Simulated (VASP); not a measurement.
Here is a VASP 6.6.1 calculation.

INCAR

```
  ALGO = Normal
  EDIFF = 1E-6
  ENCUT = 520
  GGA = PS
  ISIF = 2
  ISMEAR = 0
  ISPIN = 2
  LASPH = T
  LCHARG = F
  LORBIT = 11
  LREAL = Auto
  LWAVE = F
  MAGMOM = 0 0 0 0 0 0 0 0 0 0 0 0 0 0 0 0 1
  NBANDS = 53
  NELM = 150
  PREC = Accurate
  SIGMA = 0.05
```

File KPOINTS:

```
k-points
0
Gamma
  2 2 2
```

POSCAR

```
Si16O
1.0
    0.0000000000      5.4300000000      5.4300000000
    5.4300000000      0.0000000000      5.4300000000
    5.4300000000      5.4300000000      0.0000000000
Si O
16 1
Direct
    0.0023210431      0.0017348975     -0.0005335110
    0.1231812602      0.1304798899      0.1248162652
   -0.0048229293      0.0013875002      0.5006223265
    0.1240084055      0.1231924265      0.6249621301
    0.0408192474      0.5053014664     -0.0558231286
    0.1274104339      0.6277358971      0.1080192003
    0.0013772192      0.4971957461      0.4834094363
    0.1531409821      0.6301898857      0.5720468251
    0.4946213976     -0.0272455824      0.0530296687
    0.6281540038      0.1248461945      0.1409981091
    0.4981512137     -0.0024634065      0.5165522884
    0.6203414327      0.0841513538      0.6807342267
    0.5008698341      0.5007563075     -0.0033008158
    0.6694037795      0.6165361045      0.0781272094
    0.5095618125      0.4555915386      0.5458614978
    0.6255383632      0.6240866924      0.6269906084
    0.6910203007      0.4334951882      0.3118283635
```

Potentials or basis: VASP PAW PBE potentials, release 64 (Si, O).

Run with:

```sh
$ cat potpaw_PBE.64/Si/POTCAR potpaw_PBE.64/O/POTCAR > POTCAR
$ mpirun -np 1 vasp_std > vasp.out
```

(1) Estimate the largest force.

(2) Predict the band gap on the k mesh.

(3) Estimate the pressure.

(4) Predict the net moment.

Answers

(1) 0.089 eV/Å.

(2) 0.40 eV.

(3) 2.4 GPa.

(4) 0.00 μB per cell.

Caveat: the k points lie up to 0.50 Å⁻¹ apart; semilocal functionals underestimate gaps, and a narrow one can read as zero; the PAW data sets were made with another functional, which shifts forces and pressure a little.
